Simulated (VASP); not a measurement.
# Cu3Pt (Pm-3m) in VASP: further runs

Runs on Cu3Pt. Level: LDA. Tasks: single point, relaxation of cell and atoms.

Program: VASP 6.6.1. These are calculated values, not measurements. Logs are shortened: lines on timing, memory, paths and dates and some standing lists are left out, and cuts for length are marked.

## Step 1: The cell of the first run

The structure is cubic, space group Pm-3m (No. 221). The conventional cell has a = 3.579 Å, b = 3.579 Å, c = 3.579 Å, α = 90.00°, β = 90.00°, γ = 90.00°. Within 3.3 Å of Cu (site symmetry 4/mmm) lie 8 Cu at 2.53 Å and 4 Pt at 2.53 Å. Within 3.3 Å of Pt (site symmetry m-3m) lie 12 Cu at 2.53 Å.

## Step 2: Single point, LDA

Input file INCAR:

```
SYSTEM = Cu3Pt
  ALGO = Normal
  EDIFF = 1E-7
  ENCUT = 520
  ISIF = 2
  ISMEAR = -1
  LASPH = .True.
  LCHARG = .True.
  LELF = .True.
  LREAL = .False.
  LVHAR = .True.
  LWAVE = .False.
  NBANDS = 30
  NELM = 80
  PREC = Accurate
  SIGMA = 0.1
```

Input file KPOINTS:

```
k-points
0
Gamma
  6 6 6
  0 0 0
```

Input file POSCAR:

```
Cu3Pt
1.0
    3.5786506756      0.0000000000      0.0000000000
    0.0000000000      3.5786506756      0.0000000000
    0.0000000000      0.0000000000      3.5786506756
Cu Pt
3 1
Direct
    0.0000000000      0.5000000000      0.5000000000
    0.5000000000      0.0000000000      0.5000000000
    0.5000000000      0.5000000000      0.0000000000
    0.0000000000      0.0000000000      0.0000000000
```

Potentials or basis: VASP PAW LDA potentials, release 64 (Cu, Pt).

Launch:

```
> cat potpaw_LDA.64/Cu/POTCAR potpaw_LDA.64/Pt/POTCAR > POTCAR
> mpirun -np 1 vasp_std > vasp.out
```

OUTCAR:

```text
SYSTEM = Cu3Pt
   EDIFF = 1E-7
   ENCUT = 520
   ISIF = 2
   ISMEAR = -1
   LASPH = .True.
   LREAL = .False.
   NELM = 80
   PREC = Accurate

 ion  position               nearest neighbor table
   1  0.000  0.500  0.500-   2 2.53   3 2.53   4 2.53   3 2.53   4 2.53   2 2.53   4 2.53   4 2.53
                             2 2.53   3 2.53   3 2.53   2 2.53
   2  0.500  0.000  0.500-   1 2.53   3 2.53   4 2.53   3 2.53   4 2.53   1 2.53   3 2.53   3 2.53
                             1 2.53   4 2.53   4 2.53   1 2.53
   3  0.500  0.500  0.000-   1 2.53   2 2.53   4 2.53   1 2.53   2 2.53   2 2.53   4 2.53   2 2.53
                             1 2.53   4 2.53   1 2.53   4 2.53
   4  0.000  0.000  0.000-   1 2.53   2 2.53   3 2.53   1 2.53   2 2.53   1 2.53   3 2.53   1 2.53
                             2 2.53   3 2.53   2 2.53   3 2.53

  LATTYP: Found a simple cubic cell.
 ALAT       =     3.5786506756

  Lattice vectors:

 A1 = (   3.5786506756,   0.0000000000,   0.0000000000)
 A2 = (   0.0000000000,   3.5786506756,   0.0000000000)
 A3 = (   0.0000000000,   0.0000000000,   3.5786506756)

Analysis of symmetry for initial positions (statically):
=====================================================================
 Subroutine PRICEL returns:
 Original cell was already a primitive cell.

 Routine SETGRP: Setting up the symmetry group for a
 simple cubic supercell.

 Subroutine GETGRP returns: Found 48 space group operations
 (whereof 48 operations were pure point group operations)
 out of a pool of 48 trial point group operations.

The static configuration has the point symmetry O_h .

Analysis of symmetry for dynamics (positions and initial velocities):
=====================================================================
 Subroutine PRICEL returns:
 Original cell was already a primitive cell.

 Routine SETGRP: Setting up the symmetry group for a
 simple cubic supercell.

 Subroutine GETGRP returns: Found 48 space group operations
 (whereof 48 operations were pure point group operations)
 out of a pool of 48 trial point group operations.

The dynamic configuration has the point symmetry O_h .

 Subroutine INISYM returns: Found 48 space group operations
 (whereof 48 operations are pure point group operations),
 and found     1 'primitive' translations

----------------------------------------------------------------------------------------

                                     Primitive cell

  volume of cell :      45.8309

  direct lattice vectors                    reciprocal lattice vectors
     3.578650676  0.000000000  0.000000000     0.279434930  0.000000000  0.000000000
     0.000000000  3.578650676  0.000000000     0.000000000  0.279434930  0.000000000
     0.000000000  0.000000000  3.578650676     0.000000000  0.000000000  0.279434930

  length of vectors
     3.578650676  3.578650676  3.578650676     0.279434930  0.279434930  0.279434930

  position of ions in fractional coordinates (direct lattice)
     0.000000000  0.500000000  0.500000000
     0.500000000  0.000000000  0.500000000
     0.500000000  0.500000000  0.000000000
     0.000000000  0.000000000  0.000000000

  ion indices of the primitive-cell ions
   primitive index   ion index
                 1           1
                 2           2
                 3           3
                 4           4

----------------------------------------------------------------------------------------

 KPOINTS: k-points

Automatic generation of k-mesh.
 Grid dimensions read from file:
 generate k-points for:    6    6    6

 Generating k-lattice:

  Cartesian coordinates                     Fractional coordinates (reciprocal lattice)
     0.046572488  0.000000000  0.000000000     0.166666667  0.000000000  0.000000000
     0.000000000  0.046572488  0.000000000     0.000000000  0.166666667  0.000000000
     0.000000000  0.000000000  0.046572488     0.000000000  0.000000000  0.166666667

  Length of vectors
     0.046572488  0.046572488  0.046572488

  Shift w.r.t. Gamma in fractional coordinates (k-lattice)
     0.000000000  0.000000000  0.000000000

 Subroutine IBZKPT returns following result:
 ===========================================

 Found     20 irreducible k-points:

 Following reciprocal coordinates:
            Coordinates               Weight
  0.000000  0.000000  0.000000      1.000000
  0.166667  0.000000  0.000000      6.000000
  0.333333  0.000000  0.000000      6.000000
  0.500000  0.000000  0.000000      3.000000
  0.166667  0.166667  0.000000     12.000000
  0.333333  0.166667  0.000000     24.000000
[... 12 lines left out ...]
  0.500000  0.500000  0.333333      6.000000
  0.500000  0.500000  0.500000      1.000000
   k-points           NKPTS =     20   k-points in BZ     NKDIM =     20   number of bands    NBANDS=     30
   number of dos      NEDOS =    301   number of ions     NIONS =      4
   total plane-waves  NPLWV =  21952
   dimension x,y,z NGX =    28 NGY =   28 NGZ =   28
   dimension x,y,z NGXF=    56 NGYF=   56 NGZF=   56
   ions per type =               3   1
   NGX,Y,Z   is equivalent  to a cutoff of  13.01, 13.01, 13.01 a.u.
   NGXF,Y,Z  is equivalent  to a cutoff of  26.01, 26.01, 26.01 a.u.
 SYSTEM =  Cu3Pt
   PREC   = accura    normal or accurate (medium, high low for compatibility)
   ISTART =      0    job   : 0-new  1-cont  2-samecut
   ICHARG =      2    charge: 1-file 2-atom 10-const
   ISPIN  =      1    spin polarized calculation?
   LNONCOLLINEAR =      F non collinear calculations
   LSORBIT =      F    spin-orbit coupling
   LASPH  =      T    aspherical Exc in radial PAW
   ENCUT  =  520.0 eV  38.22 Ry    6.18 a.u.   6.65  6.65  6.65*2*pi/ulx,y,z
   NELM   =     80;   NELMIN=  2; NELMDL= -5     # of ELM steps
   EDIFF  = 0.1E-06   stopping-criterion for ELM
   LREAL  =      F    real-space projection
   EDIFFG = 0.1E-05   stopping-criterion for IOM
   NSW    =      0    number of steps for IOM
   IBRION =     -1    ionic relax: 0-MD 1-quasi-New 2-CG
   NFREE  =      0    steps in history (QN), initial steepest desc. (CG)
   ISIF   =      2    stress and relaxation
   ISYM   =      2    0-nonsym 1-usesym 2-fastsym
   POTIM  = 0.5000    time-step for ionic-motion
   TEBEG  =    0.0;   TEEND  =   0.0 temperature during run
   PSTRESS=    0.0 pullay stress
   NELECT =      43.0000    total number of electrons
   NUPDOWN=      -1.0000    fix difference up-down
   EMIN   =  10.00;   EMAX   =-10.00  energy-range for DOS
   EFERMI =   0.00;   METHOD = LEGACY
   ISMEAR =    -1;   SIGMA  =   0.10  broadening in eV -4-tet -1-fermi 0-gaus
   EFERMI_NEDOS =   21; number of points for ismear=-14 and -15
   IALGO  =     38    algorithm
   IMIX   =      4    mixing-type and parameters
     AMIX     =   0.40;   BMIX     =  1.00
     AMIX_MAG =   1.60;   BMIX_MAG =  1.00
  volume/ion in A,a.u.               =      11.46        77.32
  Fermi-wavevector in a.u.,A,eV,Ry     =   1.602673  3.028613 34.947405  2.568562
  Thomas-Fermi vector in A             =   2.699457
   LORBIT       =      0    0 simple, 1 ext, 2 COOP (PROOUT), +10 PAW based schemes
   GGA     = CA    functional components
   LHFCALC =     F    Hartree Fock is set to
   AEXX    =    0.0000 exact exchange contribution
   IVDW    =     0    specifies the selected vdW correction
   LEPSILON=     F    determine dielectric tensor
   LRPA    =     F    only Hartree local field effects (RPA)
 non-spin polarized calculation
  energy-cutoff  :      520.00
  volume of cell :       45.83
 maximum number of plane-waves:      1253
 NGX is ok and might be reduce to    28
   NGX = 13   NGY = 13   NGZ = 13

 number of electron      42.9999906 magnetization

 Free energy of the ion-electron system (eV)
  ---------------------------------------------------
  ext. energy  EPLUGINS =         0.00000000
  ---------------------------------------------------
  free energy    TOTEN  =       -22.12188550 eV

  energy without entropy =      -22.07651996  energy(sigma->0) =      -22.09920273

 E-fermi :   9.5481     XC(G=0): -13.8443

 val. band max:        9.5374274625   @ k =   0.5000   0.5000   0.0000
 cond. band min:       9.7638659007   @ k =   0.3333   0.1667   0.1667
 fundamental gap:      0.2264384382
 Fermi energy:         9.5480547432

 k-point     1 :       0.0000    0.0000    0.0000
  band No.  band energies     occupation
      1      -0.5258      2.00000
      2       3.2960      2.00000
      3       3.2960      2.00000
      4       4.2716      2.00000
      5       4.2716      2.00000
      6       4.2716      2.00000
[... 22 lines left out ...]
     29      21.6830      0.00000
     30      21.6830      0.00000

 k-point     2 :       0.1667    0.0000    0.0000
  band No.  band energies     occupation
      1      -0.1502      2.00000
      2       3.4728      2.00000
      3       3.4765      2.00000
      4       4.3842      2.00000
      5       4.4139      2.00000
      6       4.4139      2.00000
[... 22 lines left out ...]
     29      21.5072      0.00000
     30      21.7213      0.00000

 k-point     3 :       0.3333    0.0000    0.0000
  band No.  band energies     occupation
      1       0.8957      2.00000
      2       3.5626      2.00000
      3       3.9014      2.00000
      4       4.6737      2.00000
      5       4.8288      2.00000
      6       4.8288      2.00000
[... 22 lines left out ...]
     29      20.7795      0.00000
     30      21.7363      0.00000

 k-point     4 :       0.5000    0.0000    0.0000
  band No.  band energies     occupation
      1       1.9929      2.00000
      2       2.9187      2.00000
      3       4.1639      2.00000
      4       4.8936      2.00000
      5       5.2734      2.00000
      6       5.2734      2.00000
[... 484 lines left out ...]
     29      26.5481      0.00000
     30      26.6603      0.00000

 k-point    19 :       0.5000    0.5000    0.3333
  band No.  band energies     occupation
      1       3.3033      2.00000
      2       3.4744      2.00000
      3       3.4744      2.00000
      4       4.1304      2.00000
      5       5.9294      2.00000
      6       6.2925      2.00000
[... 22 lines left out ...]
     29      27.6262      0.00000
     30      27.6262      0.00000

 k-point    20 :       0.5000    0.5000    0.5000
  band No.  band energies     occupation
      1       3.2493      2.00000
      2       3.2493      2.00000
      3       3.2493      2.00000
      4       4.0806      2.00000
      5       6.1303      2.00000
      6       6.1303      2.00000
[... 22 lines left out ...]
     29      28.9455      0.00000
     30      28.9455      0.00000

------------------------ aborting loop because EDIFF is reached ----------------------------------------

  FORCE on cell =-STRESS in cart. coord.  units (eV):
  Direction    XX          YY          ZZ          XY          YZ          ZX
  --------------------------------------------------------------------------------------
  -------------------------------------------------------------------------------------
  Total        3.1207417      3.1207417      3.1207417      0.0000000      0.0000000      0.0000000
  in kB      109.0964151    109.0964151    109.0964151      0.0000000      0.0000000      0.0000000
  external PRESSURE =     109.0964151 kB  Pullay stress =       0.0000000 kB

 VOLUME and BASIS-vectors are now :
 -----------------------------------------------------------------------------
  energy-cutoff  :      520.00
  volume of cell :       45.83
      direct lattice vectors                 reciprocal lattice vectors
     3.578650676  0.000000000  0.000000000     0.279434930  0.000000000  0.000000000
     0.000000000  3.578650676  0.000000000     0.000000000  0.279434930  0.000000000
     0.000000000  0.000000000  3.578650676     0.000000000  0.000000000  0.279434930

 POSITION                                       TOTAL-FORCE (eV/Angst)
 -----------------------------------------------------------------------------------
      0.00000      1.78933      1.78933         0.000000      0.000000      0.000000
      1.78933      0.00000      1.78933         0.000000      0.000000      0.000000
      1.78933      1.78933      0.00000         0.000000      0.000000      0.000000
      0.00000      0.00000      0.00000         0.000000      0.000000      0.000000
 -----------------------------------------------------------------------------------
    total drift:                                0.000000      0.000000      0.000000

  FREE ENERGIE OF THE ION-ELECTRON SYSTEM (eV)
  ---------------------------------------------------
  free  energy   TOTEN  =       -22.1218854951 eV

  energy  without entropy=      -22.0765199606  energy(sigma->0) =      -22.09920273
```

Wall time 57 s (1 thread of AMD EPYC 7R43 (Zen 3), shared host); peak memory 0.12 GiB.

Results:

* Free energy: -22.1219 eV
* Pressure: 10.9 GPa

Levels at points of the mesh, in eV from the Fermi level:
| k point | band 20 | band 21 | band 22 | band 23 | band 24 | band 25 |
| --- | --- | --- | --- | --- | --- | --- |
| (0.00, 0.00, 0.00) | -0.02 | -0.02 | 1.83 | 1.83 | 1.83 | 7.97 |
| (0.50, 0.00, 0.00) | -1.31 | -1.16 | -0.08 | 7.14 | 7.14 | 8.15 |
| (0.50, 0.50, 0.00) | -1.66 | -0.01 | -0.01 | 1.04 | 2.04 | 9.69 |
| (0.50, 0.50, 0.50) | -0.60 | -0.60 | -0.60 | -0.50 | -0.50 | 4.41 |

Caveat: spin-orbit coupling is left out, which moves the levels of the heavy elements.

## Step 3: Single point, LDA

This run uses another cell than the first one, of 11.94 Å³/atom, 1.042 times its volume.

Input file INCAR:

```
PREC = Accurate
ENCUT = 520
EDIFF = 1E-6
ISMEAR = -1
SIGMA = 0.1
LREAL = False
LASPH = True
NELM = 100
ALGO = Normal
ISIF = 2
LWAVE = False
LCHARG = False
GGA = CA
NBANDS = 30
```

Input file KPOINTS:

```
regular mesh
0
Gamma
  6 6 6
```

Input file POSCAR:

```
Cu3Pt
1.0
    3.6278587049      0.0000000000      0.0000000000
    0.0000000000      3.6278587049      0.0000000000
    0.0000000000      0.0000000000      3.6278587049
Cu Pt
3 1
Direct
    0.0000000000      0.5000000000      0.5000000000
    0.5000000000      0.0000000000      0.5000000000
    0.5000000000      0.5000000000      0.0000000000
    0.0000000000      0.0000000000      0.0000000000
```

Potentials or basis: VASP PAW LDA potentials, release 64 (Cu, Pt).

Launch:

```
> cat potpaw_LDA.64/Cu/POTCAR potpaw_LDA.64/Pt/POTCAR > POTCAR
> mpirun -np 1 vasp_std > vasp.out
```

OUTCAR:

```text
PREC = Accurate
   ENCUT = 520
   EDIFF = 1E-6
   ISMEAR = -1
   LREAL = False
   LASPH = True
   NELM = 100
   ISIF = 2
   GGA = CA

 ion  position               nearest neighbor table
   1  0.000  0.500  0.500-   2 2.57   3 2.57   4 2.57   3 2.57   4 2.57   2 2.57   4 2.57   4 2.57
                             2 2.57   3 2.57   3 2.57   2 2.57
   2  0.500  0.000  0.500-   1 2.57   3 2.57   4 2.57   3 2.57   4 2.57   1 2.57   3 2.57   3 2.57
                             1 2.57   4 2.57   4 2.57   1 2.57
   3  0.500  0.500  0.000-   1 2.57   2 2.57   4 2.57   1 2.57   2 2.57   2 2.57   4 2.57   2 2.57
[... 857 lines left out ...]
  --------------------------------------------------------------------------------------
  -------------------------------------------------------------------------------------
  Total        0.2679654      0.2679654      0.2679654      0.0000000      0.0000000      0.0000000
  in kB        8.9916254      8.9916254      8.9916254      0.0000000      0.0000000      0.0000000
  external PRESSURE =       8.9916254 kB  Pullay stress =       0.0000000 kB

 VOLUME and BASIS-vectors are now :
 -----------------------------------------------------------------------------
  energy-cutoff  :      520.00
  volume of cell :       47.75
      direct lattice vectors                 reciprocal lattice vectors
     3.627858705  0.000000000  0.000000000     0.275644693  0.000000000  0.000000000
     0.000000000  3.627858705  0.000000000     0.000000000  0.275644693  0.000000000
     0.000000000  0.000000000  3.627858705     0.000000000  0.000000000  0.275644693

 POSITION                                       TOTAL-FORCE (eV/Angst)
 -----------------------------------------------------------------------------------
      0.00000      1.81393      1.81393         0.000000      0.000000      0.000000
      1.81393      0.00000      1.81393         0.000000      0.000000      0.000000
      1.81393      1.81393      0.00000         0.000000      0.000000      0.000000
      0.00000      0.00000      0.00000         0.000000      0.000000      0.000000
 -----------------------------------------------------------------------------------
    total drift:                                0.000000      0.000000      0.000000

  FREE ENERGIE OF THE ION-ELECTRON SYSTEM (eV)
  ---------------------------------------------------
  free  energy   TOTEN  =       -22.1912807996 eV

  energy  without entropy=      -22.1435444413  energy(sigma->0) =      -22.16741262
```

stdout:

```text
POSCAR found type information on POSCAR CuPt
 POSCAR found :  2 types and       4 ions
 scaLAPACK will be used
 LDA part: xc-table for (Slater(with rela. corr.)+CA(PZ))
 , standard interpolation
 POSCAR, INCAR and KPOINTS ok, starting setup
 FFT: planning ... GRIDC
 FFT: planning ... GRID_SOFT
 FFT: planning ... GRID
 WAVECAR not read
 entering main loop
```

Run time: 48 s. Hardware: 1 thread of AMD EPYC 7R43 (Zen 3), shared host; peak memory 0.12 GiB.

What came out:

| Property | Result |
| --- | --- |
| Free energy | -22.1913 eV |
| Pressure | 0.9 GPa |

Levels at points of the mesh, in eV from the Fermi level:
| k point | band 18 | band 19 | band 20 | band 21 | band 22 | band 23 | band 24 | band 25 | band 26 | band 27 |
| --- | --- | --- | --- | --- | --- | --- | --- | --- | --- | --- |
| (0.00, 0.00, 0.00) | -0.65 | -0.05 | -0.05 | -0.05 | 1.88 | 1.88 | 1.88 | 7.68 | 9.55 | 9.55 |
| (0.50, 0.00, 0.00) | -1.72 | -1.53 | -1.26 | -1.11 | -0.10 | 6.97 | 6.97 | 7.94 | 7.94 | 8.11 |
| (0.50, 0.50, 0.00) | -1.89 | -1.58 | -1.58 | -0.02 | -0.02 | 0.97 | 1.96 | 9.49 | 10.68 | 10.68 |
| (0.50, 0.50, 0.50) | -0.77 | -0.77 | -0.49 | -0.49 | -0.48 | -0.48 | -0.48 | 4.17 | 5.93 | 5.93 |

Caveat: spin-orbit coupling is left out, which moves the levels of the heavy elements.

[end of part 1 of 2]
